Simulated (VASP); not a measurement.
# ZnS (F-43m) in VASP: vibrations by perturbation theory with PBE

Aim: the vibrations by perturbation theory of ZnS with PBE.

Program: VASP 6.6.1. These are calculated values, not measurements. Logs are shortened: lines on timing, memory, paths and dates and some standing lists are left out, and cuts for length are marked.

## Step 1: The cell of the first run

Symmetry: F-43m, No. 216, cubic system. Conventional cell: a = 5.442 Å, b = 5.442 Å, c = 5.442 Å, α = 90.00°, β = 90.00°, γ = 90.00°. Within 3.1 Å of Zn (site symmetry -43m) lie 4 S at 2.36 Å. S (site symmetry -43m) has 4 Zn at 2.36 Å within 3.1 Å.

## Step 2: Vibrations by perturbation theory, PBE

File INCAR:

```
SYSTEM = ZnS
PREC = Accurate
ENCUT = 520
EDIFF = 1E-8
ISMEAR = 0
SIGMA = 0.01
LREAL = .False.
LASPH = .True.
NELM = 100
ALGO = Normal
ISIF = 2
LWAVE = .False.
LCHARG = .True.
GGA = PE
NBANDS = 16
IBRION = 8
NSW = 1
LEPSILON = .True.
```

File KPOINTS:

```
Automatic mesh
0
Gamma
  8 8 8
  0 0 0
```

File POSCAR:

```
ZnS
1.0
    0.0000000000      2.7211543038      2.7211543038
    2.7211543038      0.0000000000      2.7211543038
    2.7211543038      2.7211543038      0.0000000000
Zn S
1 1
Direct
    0.0000000000      0.0000000000      0.0000000000
    0.7500000000      0.7500000000      0.7500000000
```

Potentials or basis: VASP PAW PBE potentials, release 64 (Zn, S).

The run is started by

```bash
$ cat potpaw_PBE.64/Zn/POTCAR potpaw_PBE.64/S/POTCAR > POTCAR
$ mpirun -np 1 vasp_std > vasp.out
```

OUTCAR:

```text
SYSTEM = ZnS
   PREC = Accurate
   ENCUT = 520
   EDIFF = 1E-8
   ISMEAR = 0
   LREAL = .False.
   LASPH = .True.
   NELM = 100
   ISIF = 2
   GGA = PE
   IBRION = 8
   NSW = 1
   LEPSILON = .True.

 ion  position               nearest neighbor table
   1  0.000  0.000  0.000-   2 2.36   2 2.36   2 2.36   2 2.36
   2  0.750  0.750  0.750-   1 2.36   1 2.36   1 2.36   1 2.36

  LATTYP: Found a face centered cubic cell.
 ALAT       =     5.4423086076

  Lattice vectors:

 A1 = (   0.0000000000,   2.7211543038,   2.7211543038)
 A2 = (   2.7211543038,   0.0000000000,   2.7211543038)
 A3 = (   2.7211543038,   2.7211543038,   0.0000000000)

Analysis of symmetry for initial positions (statically):
=====================================================================
 Subroutine PRICEL returns:
 Original cell was already a primitive cell.

 Routine SETGRP: Setting up the symmetry group for a
 face centered cubic supercell.

 Subroutine GETGRP returns: Found 24 space group operations
 (whereof 24 operations were pure point group operations)
 out of a pool of 48 trial point group operations.

The static configuration has the point symmetry T_d .

Analysis of symmetry for dynamics (positions and initial velocities):
=====================================================================
 Subroutine PRICEL returns:
 Original cell was already a primitive cell.

 Routine SETGRP: Setting up the symmetry group for a
 face centered cubic supercell.

 Subroutine GETGRP returns: Found 24 space group operations
 (whereof 24 operations were pure point group operations)
 out of a pool of 48 trial point group operations.

The dynamic configuration has the point symmetry T_d .

 Subroutine INISYM returns: Found 24 space group operations
 (whereof 24 operations are pure point group operations),
 and found     1 'primitive' translations

----------------------------------------------------------------------------------------

                                     Primitive cell

  volume of cell :      40.2986

  direct lattice vectors                    reciprocal lattice vectors
     0.000000000  2.721154304  2.721154304    -0.183745552  0.183745552  0.183745552
     2.721154304  0.000000000  2.721154304     0.183745552 -0.183745552  0.183745552
     2.721154304  2.721154304  0.000000000     0.183745552  0.183745552 -0.183745552

  length of vectors
     3.848293322  3.848293322  3.848293322     0.318256632  0.318256632  0.318256632

  position of ions in fractional coordinates (direct lattice)
     0.000000000  0.000000000  0.000000000
     0.750000000  0.750000000  0.750000000

  ion indices of the primitive-cell ions
   primitive index   ion index
                 1           1
                 2           2

----------------------------------------------------------------------------------------

 KPOINTS: Automatic mesh

Automatic generation of k-mesh.
 Grid dimensions read from file:
 generate k-points for:    8    8    8

 Generating k-lattice:

  Cartesian coordinates                     Fractional coordinates (reciprocal lattice)
[... 604 lines left out ...]

 Free energy of the ion-electron system (eV)
  ---------------------------------------------------
  ---------------------------------------------------
  free energy    TOTEN  =        -0.60587166 eV

  energy without entropy =       -0.60587166

------------------------ aborting loop because EDIFF is reached ----------------------------------------

--------------------------------------- Ionic step        2  -------------------------------------------

------------------------ aborting loop because EDIFF is reached ----------------------------------------

--------------------------------------- Ionic step        3  -------------------------------------------

------------------------ aborting loop because EDIFF is reached ----------------------------------------

 PIEZOELECTRIC TENSOR FIELD DIRECTION 3  (e Angst)
 -----------------------------------------------------------------------------
    -0.00060  1.72108  0.00000           ( -0.00000 -0.02080  0.00000)
     1.72108 -0.00060  0.00000           ( -0.02080 -0.00000  0.00000)
     0.00000  0.00000 -0.00022           (  0.00000  0.00000 -0.00000)

 PIEZOELECTRIC TENSOR FIELD DIRECTION 3  (C/m^2)
 -----------------------------------------------------------------------------
    -0.00024  0.68426  0.00000
     0.68426 -0.00024  0.00000
     0.00000  0.00000 -0.00009

--------------------------------------- Ionic step        4  -------------------------------------------

------------------------ aborting loop because EDIFF is reached ----------------------------------------

[... ionic steps 5 to 6 ...]

--------------------------------------- Ionic step        7  -------------------------------------------

 Free energy of the ion-electron system (eV)
  ---------------------------------------------------
  ---------------------------------------------------
  free energy    TOTEN  =        -0.10585302 eV

  energy without entropy =       -0.10585302

------------------------ aborting loop because EDIFF is reached ----------------------------------------

 INTERNAL STRAIN TENSOR  FOR ION    2  DIRECTION 1   (eV/Angst):
 -----------------------------------------------------------------------------
    -0.01724  0.00000  0.00000
     0.00000  0.01511  4.83022
     0.00000  4.83022  0.01511

 MACROSCOPIC STATIC DIELECTRIC TENSOR (including local field effects in DFT)
 ------------------------------------------------------
           6.021830     0.000000    -0.000000
           0.000000     6.021830    -0.000000
          -0.000000     0.000000     6.021830
 ------------------------------------------------------

 PIEZOELECTRIC TENSOR (including local field effects)  for field in x, y, z        (e  Angst)
          XX          YY          ZZ          XY          YZ          ZX
  --------------------------------------------------------------------------------
  x    -0.00000     0.00000    -0.00000     0.00000     1.73551     0.00000
  y     0.00000    -0.00000     0.00000    -0.00000     0.00000     1.73551
  z     0.00000    -0.00000     0.00000     1.73551    -0.00000     0.00000

 PIEZOELECTRIC TENSOR (including local field effects)  for field in x, y, z        (C/m^2)
          XX          YY          ZZ          XY          YZ          ZX
  --------------------------------------------------------------------------------
  x    -0.00000     0.00000    -0.00000     0.00000     0.69000     0.00000
  y     0.00000    -0.00000     0.00000    -0.00000     0.00000     0.69000
  z     0.00000    -0.00000     0.00000     0.69000    -0.00000     0.00000

 BORN EFFECTIVE CHARGES (including local field effects) (in |e|, cummulative output)
 ---------------------------------------------------------------------------------
 ion    1
    1     2.04397     0.00000     0.00000
    2     0.00000     2.04397     0.00000
    3     0.00000     0.00000     2.04397
 ion    2
    1    -2.04397     0.00000     0.00000
    2     0.00000    -2.04397     0.00000
    3     0.00000     0.00000    -2.04397

 INTERNAL STRAIN TENSOR FOR ION    2 for displacements in x,y,z  (eV/Angst):
          X           Y           Z          XY          YZ          ZX
  --------------------------------------------------------------------------------
  x     0.00000     0.00000     0.00000     0.00000     4.83022     0.00000
  y     0.00000     0.00000     0.00000     0.00000     0.00000     4.83022
  z     0.00000     0.00000     0.00000     4.83022     0.00000     0.00000

 SECOND DERIVATIVES (NOT SYMMETRIZED)
 ------------------------------------
               1X          1Y          1Z          2X          2Y          2Z
  1X    -5.409422    0.000000    0.000000    5.409422    0.000000    0.000000
  1Y     0.000000   -5.409422    0.000000    0.000000    5.409422    0.000000
  1Z     0.000000    0.000000   -5.409422    0.000000    0.000000    5.409422
  2X     5.401873    0.000000    0.000000   -5.401873    0.000000    0.000000
  2Y     0.000000    5.401873    0.000000    0.000000   -5.401873    0.000000
  2Z     0.000000    0.000000    5.401873    0.000000    0.000000   -5.401873

 Eigenvectors and eigenvalues of the dynamical matrix
 ----------------------------------------------------

   1 f  =    7.835180 THz    49.229889 2PiTHz  261.353479 cm-1    32.403687 meV
             X         Y         Z           dx          dy          dz
      0.000000  0.000000  0.000000     0.573881    0.000000    0.000000
      4.081731  4.081731  4.081731    -0.818939    0.000000    0.000000
[... 21 lines left out ...]
   6 f/i=    0.002571 THz     0.016156 2PiTHz    0.085769 cm-1     0.010634 meV
             X         Y         Z           dx          dy          dz
      0.000000  0.000000  0.000000    -0.196885   -0.792824   -0.057679
      4.081731  4.081731  4.081731    -0.137969   -0.555581   -0.040419

--------------------------------------------------------------------------------------------------------

 MACROSCOPIC STATIC DIELECTRIC TENSOR IONIC CONTRIBUTION
 ------------------------------------------------------
           3.470391     0.000000     0.000000
           0.000000     3.470391     0.000000
           0.000000     0.000000     3.470391
 ------------------------------------------------------

 ELASTIC MODULI CONTR FROM IONIC RELAXATION (kBar)
 Direction    XX          YY          ZZ          XY          YZ          ZX
 --------------------------------------------------------------------------------
 XX          -0.0000      0.0000      0.0000     -0.0000      0.0000     -0.0000
 YY           0.0000     -0.0000     -0.0000     -0.0000     -0.0000      0.0000
 ZZ           0.0000     -0.0000     -0.0000      0.0000     -0.0000     -0.0000
 XY          -0.0000     -0.0000      0.0000   -171.5876     -0.0000     -0.0000
 YZ           0.0000     -0.0000     -0.0000     -0.0000   -171.5876     -0.0000
 ZX          -0.0000      0.0000     -0.0000     -0.0000     -0.0000   -171.5876
 --------------------------------------------------------------------------------

 PIEZOELECTRIC TENSOR IONIC CONTR  for field in x, y, z        (C/m^2)
          XX          YY          ZZ          XY          YZ          ZX
  --------------------------------------------------------------------------------
  x     0.00000    -0.00000    -0.00000    -0.00000    -0.72611    -0.00000
  y    -0.00000     0.00000    -0.00000    -0.00000    -0.00000    -0.72611
  z    -0.00000    -0.00000     0.00000    -0.72611    -0.00000    -0.00000
```

It took 18 min on 1 thread of Intel Xeon 8259CL, shared host; peak memory 0.3 GiB.

Results:

| Item | Value |
| --- | --- |
| Electronic dielectric tensor (diagonal) | 6.02 |
| Born charges (mean of the diagonal) | Zn +2.04; S -2.04 e |
| Highest phonon frequency at Γ, LO-TO splitting left out | 261 cm⁻¹ |

Phonon frequencies in cm⁻¹ (negative: imaginary):
| q point | frequencies |
| --- | --- |
| (0.000, 0.000, 0.000) | 0 0 0 261 261 261 |

Electronic dielectric tensor:
```
6.02 0.00 0.00
0.00 6.02 0.00
0.00 0.00 6.02
```

Born effective charge tensors (e):
atom 1, Zn
```
2.04 0.00 0.00
0.00 2.04 0.00
0.00 0.00 2.04
```
atom 2, S
```
-2.04  0.00  0.00
 0.00 -2.04  0.00
 0.00  0.00 -2.04
```
